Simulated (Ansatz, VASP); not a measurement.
## Two plane-wave programs on Al2InN3

The input INCAR:

```
PREC = Accurate
ENCUT = 520
EDIFF = 1E-7
ISMEAR = 0
SIGMA = 0.02
LREAL = F
LASPH = T
NELM = 100
ALGO = Normal
ISIF = 2
LWAVE = F
LCHARG = F
GGA = PE
NBANDS = 46
```

Contents of KPOINTS:

```
Automatic mesh
0
Gamma
  6 6 6
```

File POSCAR:

```
Al2InN3
1.0
    4.9170037426     -2.8277246663      0.0000000000
    4.9170037426      2.8277246663      0.0000000000
    0.0000000000      0.0000000000      5.2494073268
Al In N
4 2 6
Direct
    0.0084295481      0.3348702354      0.9917405618
    0.6651297646      0.9915704519      0.9917405618
    0.9915704519      0.6651297646      0.4917405618
    0.3348702354      0.0084295481      0.4917405618
    0.3220811148      0.6779188852      0.9869983854
    0.6779188852      0.3220811148      0.4869983854
    0.0366860035      0.3336177066      0.3557289331
    0.6663822934      0.9633139965      0.3557289331
    0.9633139965      0.6663822934      0.8557289331
    0.3336177066      0.0366860035      0.8557289331
    0.2983157877      0.7016842123      0.4060625948
    0.7016842123      0.2983157877      0.9060625948
```

Input for Ansatz:

```yaml
crystal:
  lattice:
    - [4.9170037397, -2.8277246707, 0.0]
    - [4.9170037397, 2.8277246707, 0.0]
    - [0.0, 0.0, 5.2494073231]
  atoms:
    - { symbol: Al, position: [0.0084295482, 0.3348702352, 0.9917405618] }
    - { symbol: Al, position: [0.6651297648, 0.9915704518, 0.9917405618] }
    - { symbol: Al, position: [0.9915704518, 0.6651297648, 0.4917405618] }
    - { symbol: Al, position: [0.3348702352, 0.0084295482, 0.4917405618] }
    - { symbol: In, position: [0.3220811154, 0.6779188846, 0.9869983852] }
    - { symbol: In, position: [0.6779188846, 0.3220811154, 0.4869983852] }
    - { symbol: "N", position: [0.0366860034, 0.3336177065, 0.3557289333] }
    - { symbol: "N", position: [0.6663822935, 0.9633139966, 0.3557289333] }
    - { symbol: "N", position: [0.9633139966, 0.6663822935, 0.8557289333] }
    - { symbol: "N", position: [0.3336177065, 0.0366860034, 0.8557289333] }
    - { symbol: "N", position: [0.2983157878, 0.7016842122, 0.4060625945] }
    - { symbol: "N", position: [0.7016842122, 0.2983157878, 0.9060625945] }
basis:
  ecutwfc: 420
kpoints:
  mp_grid: { grid: [6, 6, 6] }
hamiltonian:
  xc: pbe
scf:
  occupations: { method: gaussian, width: 0.02 }
output:
  forces: true
  stress: true
  eigenvalues: true
```

Alike in both runs: task single point; functional PBE; k mesh 6 × 6 × 6; occupations gaussian, width 0.02 eV; no spin polarisation.

|  | VASP | Ansatz |
| --- | --- | --- |
| version | VASP 6.6.1 | Ansatz 0.2.0 |
| potentials or method | VASP PAW PBE potentials, release 64 (Al, In_d, N), cutoff 520 eV | scalar-relativistic, plane waves, PAW |
| valence electrons in the cell | 68 | 68 |

VASP gave:

```
gap on the k mesh at the Fermi level (eV) : 2.16
least direct gap on the mesh (eV)         : 2.16
pressure (GPa)                            : -0.1
rms of the force components (eV/Å)        : 0.012
```

Question: Estimate Ansatz's values.

Answer: gap on the k mesh at the Fermi level (eV): 2.16; least direct gap on the mesh (eV): 2.16; pressure (GPa): 0.0; rms of the force components (eV/Å): 0.000.

Atom by atom the forces differ by 0.012 eV/Å (rms over components).
